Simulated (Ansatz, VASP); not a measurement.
## As: VASP beside Ansatz

```xyz
1
Lattice="-1.2621 1.2621 1.2621 1.2621 -1.2621 1.2621 1.2621 1.2621 -1.2621" Properties=species:S:1:pos:R:3 pbc="T T T"
As    0.0000    0.0000    0.0000
```

Change from the starting cell: volume scaled by 0.45, crystal datasets.

Alike in both runs: task single point; functional LDA; k mesh 18 × 18 × 18; occupations fermi-dirac, width 0.08 eV; no spin polarisation.

```csv
,VASP,Ansatz
version,VASP 6.6.1,Ansatz 0.2.0
potentials or method,"VASP PAW LDA potentials, release 64 (As), cutoff 500 eV","all-electron PAW with datasets made for the crystal, scalar-relativistic"
```

VASP gave:

| Quantity | Value |
| --- | --- |
| pressure (GPa) | 455.7 |

**Question.** Estimate Ansatz's values.

**Answer.** Pressure (GPa): 431.6.

LDA's correlation is that of Perdew and Zunger in VASP and of Perdew and Wang (1992) in Ansatz. Both programs put the cell under a high pressure, so it lies far from rest at this level. Ansatz ran all-electron here, and VASP with PAW potentials. Ansatz's warnings: printed levels off.

Noted on VASP's run: the cell as given lies far from equilibrium.
